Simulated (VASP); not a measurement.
Here is a VASP 6.6.1 calculation.

Contents of INCAR:

```
PREC = Accurate ; ENCUT = 600
EDIFF = 1E-6 ; ISMEAR = -1
SIGMA = 0.15 ; LREAL = False
LASPH = True ; NELM = 60
ALGO = Normal ; ISIF = 3
LWAVE = False ; LCHARG = False
GGA = PS ; IBRION = 2
NSW = 80 ; EDIFFG = -0.001
```

File KPOINTS:

```
regular mesh
0
Gamma
  20 20 20
```

POSCAR

```
W
1.0
    0.0000000000      1.9989957666      1.9989957666
    1.9989957666      0.0000000000      1.9989957666
    1.9989957666      1.9989957666      0.0000000000
W
1
Direct
    0.0000000000      0.0000000000      0.0000000000
```

Potentials or basis: VASP PAW PBE potentials, release 64 (W_sv).

The run is started by

```console
$ cat potpaw_PBE.64/W_sv/POTCAR > POTCAR
$ mpirun -np 1 vasp_std > vasp.out
```

Problem. What does it give for the relaxed volume?

Solution. 16.04 Å³/atom.

Problem. What does it give for the band gap on the k mesh?

Solution. Zero (band 7 reaches 13.83 eV, above the bottom of band 8 at 10.05 eV).

Problem. Predict the space group after relaxing (to 0.05 Å).

Solution. Fm-3m (No. 225).

Problem. What does it give for the relaxed cell?

Solution. a = 2.831 Å, b = 2.831 Å, c = 2.831 Å, α = 60.00°, β = 60.00°, γ = 60.00°.

Step by step:
```csv
step,energy change (eV),largest force (eV/Å),pressure (GPa),volume (Å³)
1,0.0000,0.0000,1.15,15.98
2,0.0022,0.0000,-3.76,16.24
3,-0.0002,0.0000,-0.01,16.04
```

Caveat: the PAW data sets were made with another functional, which shifts forces and pressure a little; spin-orbit coupling is left out, which moves the levels of the heavy elements. Zero-point motion and thermal expansion aren't in these numbers.
